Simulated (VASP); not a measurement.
The system is Ta.

```
CELL_PARAMETERS angstrom
2.90037 0.00000 0.00000
-1.45019 2.51180 0.00000
0.00000 0.00000 5.16627
ATOMIC_POSITIONS crystal
Ta 0.33333 0.66667 0.25000
Ta 0.66667 0.33333 0.75000
```

| Property | Result |
| --- | --- |
| Program | VASP 6.6.1 |
| Task | relaxation of cell and atoms |
| Functional | revPBE |
| Dispersion | D3(BJ) |
| Potentials or basis | VASP PAW PBE potentials, release 64 (Ta_pv) |
| Cutoff | 600 eV |
| k mesh | 11 × 11 × 5 |
| Occupations | fermi-dirac, width 0.05 eV |
| Spin | no spin polarisation |

At the start: pressure -8.4 GPa; volume 18.82 Å³/atom.

Question: Where does the relaxation end?

Answer: Over 9 steps the energy falls by 22.7 meV/atom and the volume is 17.99 Å³/atom (-4.4 %); space group P6_3/mmc (No. 194, to 0.05 Å).

The path:
```csv
step,energy change (eV),largest force (eV/Å),pressure (GPa),volume (Å³)
1,0.0000,0.0000,-8.45,37.64
2,0.2149,0.0000,25.89,32.49
3,-0.0452,0.0000,-0.35,36.05
4,-0.0452,0.0000,-0.03,35.99
5,-0.0452,0.0000,0.15,35.96
6,-0.0453,0.0000,-0.34,36.04
7,-0.0453,0.0000,-0.13,36.01
8,-0.0453,0.0000,0.13,35.96
9,-0.0453,0.0000,0.01,35.98
```

Final structure:
```cif
data_structure
_symmetry_space_group_name_H-M 'P 1'
_symmetry_Int_Tables_number 1
_cell_length_a 2.8585
_cell_length_b 2.8585
_cell_length_c 5.0844
_cell_angle_alpha 90.000
_cell_angle_beta 90.000
_cell_angle_gamma 120.000
_cell_volume 35.98
loop_
_atom_site_label
_atom_site_type_symbol
_atom_site_fract_x
_atom_site_fract_y
_atom_site_fract_z
_atom_site_occupancy
Ta1 Ta 0.33333 0.66667 0.25000 1
Ta2 Ta 0.66667 0.33333 0.75000 1
```

Caveat: the PAW data sets were made with another functional, which shifts forces and pressure a little; pairwise dispersion overbinds metals, which lowers pressure and volume.
